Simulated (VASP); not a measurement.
Set up this calculation in VASP 6.6.1, as the native input.

| Property | Result |
| --- | --- |
| Task | single point |
| Functional | PBE |
| Potentials or basis | VASP PAW PBE potentials, release 64 (Al) |
| Cutoff | 500 eV |
| k mesh | 31 × 31 × 31 |
| Occupations | fermi-dirac, width 0.0612256 eV |
| Spin | no spin polarisation |
| Dipole correction | no |
| Further INCAR settings | ALGO = Normal; EDIFF = 1e-06; NBANDS = 10 |

The structure of Al lies in POSCAR:

```
Al
1.0
    0.0000000000      3.0020400827      3.0020400827
    3.0020400827      0.0000000000      3.0020400827
    3.0020400827      3.0020400827      0.0000000000
Al
2
Direct
    0.0000000000      0.0000000000      0.0000000000
    0.2500000000      0.2500000000      0.2500000000
```

This isn't the form of Al at room conditions, which is fcc.

The input as run:

INCAR

```
SYSTEM = Al
PREC = Accurate
ENCUT = 500
EDIFF = 1E-6
ISMEAR = -1
SIGMA = 0.06122561905347299
LREAL = .False.
LASPH = .True.
NELM = 120
ALGO = Normal
ISIF = 2
LWAVE = .False.
LCHARG = .False.
GGA = PE
NBANDS = 10
GGA_COMPAT = .False.
```

KPOINTS

```
Automatic mesh
0
Gamma
  31 31 31
  0 0 0
```

Potentials or basis: VASP PAW PBE potentials, release 64 (Al).

Command:

```bash
$ cat potpaw_PBE.64/Al/POTCAR > POTCAR
$ mpirun -np 1 vasp_std > vasp.out
```

Results of the run:

```json
{
 "Pressure": "0.8 GPa",
 "Band gap on the k mesh": "zero (bands 3 and 4 overlap by 3.44 eV)"
}
```

It took 70 s on 1 thread of Intel(R) Xeon(R) 6975P-C (Granite Rapids) (shared host), peak memory 0.43 GiB.
